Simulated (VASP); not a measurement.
# Ho2O in VASP: notebook

The runs below take Ho2O through single point, relaxation of shape and atoms at fixed volume, with PBE.

Program: VASP 6.6.1. These are calculated values, not measurements. Logs are shortened: lines on timing, memory, paths and dates and some standing lists are left out, and cuts for length are marked.

**1. The cell of the first run**

Symmetry: P4_2/nmc, No. 137, tetragonal system. The conventional cell has a = 3.716 Å, b = 3.716 Å, c = 10.496 Å, α = 90.00°, β = 90.00°, γ = 90.00°. Ho (site symmetry 2mm) has 2 O at 2.21 Å within 2.9 Å. Within 2.9 Å of O (site symmetry -4m2) lie 4 Ho at 2.21 Å.

The cell was built from a structure type or drawn by symmetry, and may not be a known phase.

**2. Single point, PBE**

The input, INCAR:

```
SYSTEM = Ho2O
  PREC = Accurate
  ENCUT = 600
  EDIFF = 1E-6
  ISMEAR = 0
  SIGMA = 0.2
  LREAL = .FALSE.
  LASPH = .TRUE.
  NELM = 200
  ALGO = Normal
  ISIF = 2
  LWAVE = .FALSE.
  LCHARG = .FALSE.
  GGA = PE
  NBANDS = 33
  GGA_COMPAT = .FALSE.
  LMAXMIX = 6
```

The input, KPOINTS:

```
regular mesh
0
G
  4 4 2
  0 0 0
```

The input, POSCAR:

```
Ho2O
1.0
    3.7157478081      0.0000000000      0.0000000000
    0.0000000000      3.7157478081      0.0000000000
    0.0000000000      0.0000000000     10.4962451006
Ho O
4 2
Direct
    0.5000000000      0.0000000000      0.1132161557
    0.5000000000      0.0000000000      0.6132161557
    0.0000000000      0.5000000000      0.3867838443
    0.0000000000      0.5000000000      0.8867838443
    0.0000000000      0.0000000000      0.5000000000
    0.5000000000      0.5000000000      0.0000000000
```

Potentials or basis: VASP PAW PBE potentials, release 64 (Ho_3, O), 4f in core.

Command:

```
> cat potpaw_PBE.64/Ho_3/POTCAR potpaw_PBE.64/O/POTCAR > POTCAR
> mpirun -np 1 vasp_std > vasp.out
```

OUTCAR:

```text
SYSTEM = Ho2O
   PREC = Accurate
   ENCUT = 600
   EDIFF = 1E-6
   ISMEAR = 0
   LREAL = .FALSE.
   LASPH = .TRUE.
   NELM = 200
   ISIF = 2
   GGA = PE

 ion  position               nearest neighbor table
   1  0.500  0.000  0.113-   6 2.21   6 2.21   4 3.54   4 3.54   4 3.54   4 3.54
   2  0.500  0.000  0.613-   5 2.21   5 2.21   3 3.54   3 3.54   3 3.54   3 3.54
   3  0.000  0.500  0.387-   5 2.21   5 2.21   2 3.54   2 3.54   2 3.54   2 3.54
   4  0.000  0.500  0.887-   6 2.21   6 2.21   1 3.54   1 3.54   1 3.54   1 3.54
   5  0.000  0.000  0.500-   2 2.21   3 2.21   3 2.21   2 2.21
   6  0.500  0.500  0.000-   1 2.21   4 2.21   1 2.21   4 2.21

  LATTYP: Found a simple tetragonal cell.
 ALAT       =     3.7157478081
 C/A-ratio  =     2.8248001863

  Lattice vectors:

 A1 = (   3.7157478081,   0.0000000000,   0.0000000000)
 A2 = (   0.0000000000,   3.7157478081,   0.0000000000)
 A3 = (   0.0000000000,   0.0000000000,  10.4962451006)

Analysis of symmetry for initial positions (statically):
=====================================================================
 Subroutine PRICEL returns:
 Original cell was already a primitive cell.

 Routine SETGRP: Setting up the symmetry group for a
 simple tetragonal supercell.

 Subroutine GETGRP returns: Found 16 space group operations
 (whereof  8 operations were pure point group operations)
 out of a pool of 16 trial point group operations.

The static configuration has the point symmetry D_2d.
 The point group associated with its full space group is D_4h.

Analysis of symmetry for dynamics (positions and initial velocities):
=====================================================================
 Subroutine PRICEL returns:
 Original cell was already a primitive cell.

 Routine SETGRP: Setting up the symmetry group for a
 simple tetragonal supercell.

 Subroutine GETGRP returns: Found 16 space group operations
 (whereof  8 operations were pure point group operations)
 out of a pool of 16 trial point group operations.

The dynamic configuration has the point symmetry D_2d.
 The point group associated with its full space group is D_4h.

 Subroutine INISYM returns: Found 16 space group operations
 (whereof  8 operations are pure point group operations),
 and found     1 'primitive' translations

----------------------------------------------------------------------------------------

                                     Primitive cell

  volume of cell :     144.9194

  direct lattice vectors                    reciprocal lattice vectors
     3.715747808  0.000000000  0.000000000     0.269124831  0.000000000  0.000000000
     0.000000000  3.715747808  0.000000000     0.000000000  0.269124831  0.000000000
     0.000000000  0.000000000 10.496245101     0.000000000  0.000000000  0.095272165

  length of vectors
     3.715747808  3.715747808 10.496245101     0.269124831  0.269124831  0.095272165

  position of ions in fractional coordinates (direct lattice)
     0.500000000  0.000000000  0.113216156
     0.500000000  0.000000000  0.613216156
     0.000000000  0.500000000  0.386783844
     0.000000000  0.500000000  0.886783844
     0.000000000  0.000000000  0.500000000
     0.500000000  0.500000000  0.000000000

  ion indices of the primitive-cell ions
   primitive index   ion index
                 1           1
                 2           2
                 3           3
                 4           4
                 5           5
                 6           6

----------------------------------------------------------------------------------------

 KPOINTS: regular mesh

Automatic generation of k-mesh.
 Grid dimensions read from file:
 generate k-points for:    4    4    2

 Generating k-lattice:

  Cartesian coordinates                     Fractional coordinates (reciprocal lattice)
     0.067281208  0.000000000  0.000000000     0.250000000  0.000000000  0.000000000
     0.000000000  0.067281208  0.000000000     0.000000000  0.250000000  0.000000000
     0.000000000  0.000000000  0.047636083     0.000000000  0.000000000  0.500000000

  Length of vectors
     0.067281208  0.067281208  0.047636083

  Shift w.r.t. Gamma in fractional coordinates (k-lattice)
     0.000000000  0.000000000  0.000000000

 Subroutine IBZKPT returns following result:
 ===========================================

 Found     12 irreducible k-points:

 Following reciprocal coordinates:
            Coordinates               Weight
  0.000000  0.000000  0.000000      1.000000
  0.250000  0.000000  0.000000      4.000000
  0.500000  0.000000  0.000000      2.000000
  0.250000  0.250000  0.000000      4.000000
  0.500000  0.250000  0.000000      4.000000
  0.500000  0.500000  0.000000      1.000000
  0.000000  0.000000  0.500000      1.000000
  0.250000  0.000000  0.500000      4.000000
  0.500000  0.000000  0.500000      2.000000
  0.250000  0.250000  0.500000      4.000000
  0.500000  0.250000  0.500000      4.000000
  0.500000  0.500000  0.500000      1.000000
   k-points           NKPTS =     12   k-points in BZ     NKDIM =     12   number of bands    NBANDS=     33
   number of dos      NEDOS =    301   number of ions     NIONS =      6
   total plane-waves  NPLWV =  75600
   dimension x,y,z NGX =    30 NGY =   30 NGZ =   84
   dimension x,y,z NGXF=    60 NGYF=   60 NGZF=  168
   ions per type =               4   2
   NGX,Y,Z   is equivalent  to a cutoff of  13.42, 13.42, 13.30 a.u.
   NGXF,Y,Z  is equivalent  to a cutoff of  26.84, 26.84, 26.61 a.u.
 SYSTEM =  Ho2O
   PREC   = accura    normal or accurate (medium, high low for compatibility)
   ISTART =      0    job   : 0-new  1-cont  2-samecut
   ICHARG =      2    charge: 1-file 2-atom 10-const
   ISPIN  =      1    spin polarized calculation?
   LNONCOLLINEAR =      F non collinear calculations
   LSORBIT =      F    spin-orbit coupling
   LASPH  =      T    aspherical Exc in radial PAW
   ENCUT  =  600.0 eV  44.10 Ry    6.64 a.u.   7.42  7.42 20.96*2*pi/ulx,y,z
   NELM   =    200;   NELMIN=  2; NELMDL= -5     # of ELM steps
   EDIFF  = 0.1E-05   stopping-criterion for ELM
   LREAL  =      F    real-space projection
   EDIFFG = 0.1E-04   stopping-criterion for IOM
   NSW    =      0    number of steps for IOM
   IBRION =     -1    ionic relax: 0-MD 1-quasi-New 2-CG
   NFREE  =      0    steps in history (QN), initial steepest desc. (CG)
   ISIF   =      2    stress and relaxation
   ISYM   =      2    0-nonsym 1-usesym 2-fastsym
   POTIM  = 0.5000    time-step for ionic-motion
   TEBEG  =    0.0;   TEEND  =   0.0 temperature during run
   PSTRESS=    0.0 pullay stress
   NELECT =      48.0000    total number of electrons
   NUPDOWN=      -1.0000    fix difference up-down
   EMIN   =  10.00;   EMAX   =-10.00  energy-range for DOS
   EFERMI =   0.00;   METHOD = LEGACY
   ISMEAR =     0;   SIGMA  =   0.20  broadening in eV -4-tet -1-fermi 0-gaus
   EFERMI_NEDOS =   21; number of points for ismear=-14 and -15
   IALGO  =     38    algorithm
   IMIX   =      4    mixing-type and parameters
     AMIX     =   0.40;   BMIX     =  1.00
     AMIX_MAG =   1.60;   BMIX_MAG =  1.00
  volume/ion in A,a.u.               =      24.15       162.99
  Fermi-wavevector in a.u.,A,eV,Ry     =   1.132695  2.140484 17.456257  1.282999
  Thomas-Fermi vector in A             =   2.269397
   LORBIT       =      0    0 simple, 1 ext, 2 COOP (PROOUT), +10 PAW based schemes
   GGA     = PE    functional components
   LHFCALC =     F    Hartree Fock is set to
   AEXX    =    0.0000 exact exchange contribution
   IVDW    =     0    specifies the selected vdW correction
   LEPSILON=     F    determine dielectric tensor
   LRPA    =     F    only Hartree local field effects (RPA)
 non-spin polarized calculation
 Gauss-broadening in eV      SIGMA  =   0.20
  energy-cutoff  :      600.00
  volume of cell :      144.92
 maximum number of plane-waves:      4884
 NGX is ok and might be reduce to    30
   NGX = 15   NGY = 15   NGZ = 41

 number of electron      48.0000000 magnetization

 Free energy of the ion-electron system (eV)
  ---------------------------------------------------
  ext. energy  EPLUGINS =         0.00000000
  ---------------------------------------------------
  free energy    TOTEN  =       -39.53004483 eV

  energy without entropy =      -39.44974628  energy(sigma->0) =      -39.48989556

 E-fermi :   3.2661     XC(G=0):  -9.7156

 val. band max:        3.1958336949   @ k =   0.5000   0.5000   0.0000
 cond. band min:       3.2739705424   @ k =   0.2500   0.2500   0.0000
 fundamental gap:      0.0781368475
 Fermi energy:         3.2661059063

 k-point     1 :       0.0000    0.0000    0.0000
  band No.  band energies     occupation
      1     -21.6139      2.00000
      2     -21.5214      2.00000
      3     -21.0872      2.00000
      4     -21.0872      2.00000
      5     -21.0510      2.00000
      6     -21.0510      2.00000
[... 25 lines left out ...]
     32       6.8254      0.00000
     33       6.9297      0.00000

 k-point     2 :       0.2500    0.0000    0.0000
  band No.  band energies     occupation
      1     -21.6924      2.00000
      2     -21.6865      2.00000
      3     -21.2169      2.00000
      4     -21.1550      2.00000
      5     -21.0566      2.00000
      6     -21.0308      2.00000
[... 25 lines left out ...]
     32       6.6423      0.00000
     33       6.7556      0.00000
[... 322 lines left out ...]
     32       6.1326      0.00000
     33       6.9699      0.00000

 k-point    12 :       0.5000    0.5000    0.5000
  band No.  band energies     occupation
      1     -22.0450      2.00000
      2     -22.0450      2.00000
      3     -21.1728      2.00000
      4     -21.1728      2.00000
      5     -21.1111      2.00000
      6     -21.1111      2.00000
[... 25 lines left out ...]
     32       7.1545      0.00000
     33       7.1547      0.00000

------------------------ aborting loop because EDIFF is reached ----------------------------------------

  FORCE on cell =-STRESS in cart. coord.  units (eV):
  Direction    XX          YY          ZZ          XY          YZ          ZX
  --------------------------------------------------------------------------------------
  -------------------------------------------------------------------------------------
  Total        0.8862846      0.8862846      0.6661817      0.0000000      0.0000000      0.0000000
  in kB        9.7984497      9.7984497      7.3650697      0.0000000      0.0000000      0.0000000
  external PRESSURE =       8.9873231 kB  Pullay stress =       0.0000000 kB

 VOLUME and BASIS-vectors are now :
 -----------------------------------------------------------------------------
  energy-cutoff  :      600.00
  volume of cell :      144.92
      direct lattice vectors                 reciprocal lattice vectors
     3.715747808  0.000000000  0.000000000     0.269124831  0.000000000  0.000000000
     0.000000000  3.715747808  0.000000000     0.000000000  0.269124831  0.000000000
     0.000000000  0.000000000 10.496245101     0.000000000  0.000000000  0.095272165

 POSITION                                       TOTAL-FORCE (eV/Angst)
 -----------------------------------------------------------------------------------
      1.85787      0.00000      1.18834         0.000000     -0.000000      0.139887
      1.85787      0.00000      6.43647        -0.000000      0.000000      0.139887
      0.00000      1.85787      4.05978        -0.000000      0.000000     -0.139887
      0.00000      1.85787      9.30790        -0.000000      0.000000     -0.139887
      0.00000      0.00000      5.24812        -0.000000      0.000000      0.000000
      1.85787      1.85787      0.00000        -0.000000      0.000000      0.000000
 -----------------------------------------------------------------------------------
    total drift:                                0.000000      0.000000     -0.000000

  FREE ENERGIE OF THE ION-ELECTRON SYSTEM (eV)
  ---------------------------------------------------
  free  energy   TOTEN  =       -39.5300448348 eV

  energy  without entropy=      -39.4497462799  energy(sigma->0) =      -39.48989556
```

Wall time 1.7 min (1 thread of Intel Xeon Platinum 8488C (Sapphire Rapids), shared host); peak memory 0.27 GiB.

What came out:

```yaml
Free_energy: -39.5300 eV
Pressure: 0.9 GPa
Largest_force: 0.140 eV/Å
Band_gap_on_the_k_mesh: zero (bands 24 and 25 overlap by 0.01 eV)
```

Forces on the atoms (eV/Å):
```
Ho   0.000  0.000  0.140
Ho   0.000  0.000  0.140
Ho   0.000  0.000 -0.140
Ho   0.000  0.000 -0.140
O    0.000  0.000  0.000
O    0.000  0.000  0.000
```

Stress tensor (GPa, compression positive):
```
0.98 0.00 0.00
0.00 0.98 0.00
0.00 0.00 0.74
```

Levels at points of the mesh, in eV from the Fermi level:
```csv
k point,band 20,band 21,band 22,band 23,band 24,band 25,band 26,band 27,band 28,band 29
"(0.00, 0.00, 0.00)",-5.50,-4.03,-2.35,-2.19,-0.82,0.65,1.12,1.37,2.67,2.67
"(0.50, 0.00, 0.00)",-5.60,-1.58,-1.58,-0.86,-0.86,0.41,0.41,1.67,1.67,2.20
"(0.50, 0.50, 0.00)",-4.62,-0.63,-0.63,-0.07,-0.07,0.23,0.23,0.28,0.28,1.02
"(0.00, 0.00, 0.50)",-5.50,-3.49,-3.49,-1.14,-1.14,0.62,0.62,2.45,2.45,2.68
"(0.50, 0.00, 0.50)",-5.60,-1.62,-1.62,-0.73,-0.73,0.26,0.26,1.63,1.63,2.16
"(0.50, 0.50, 0.50)",-4.62,-0.64,-0.64,0.05,0.05,0.05,0.05,0.28,0.28,1.02
```

Caveat: the k points lie up to 0.42 Å⁻¹ apart; spin-orbit coupling is left out, which moves the levels of the heavy elements; the 4f electrons are frozen in the core, so they carry no moment and show no levels; the run has no spin polarisation, though such a crystal can be magnetic.

(Part 1 of 2 ends here.)
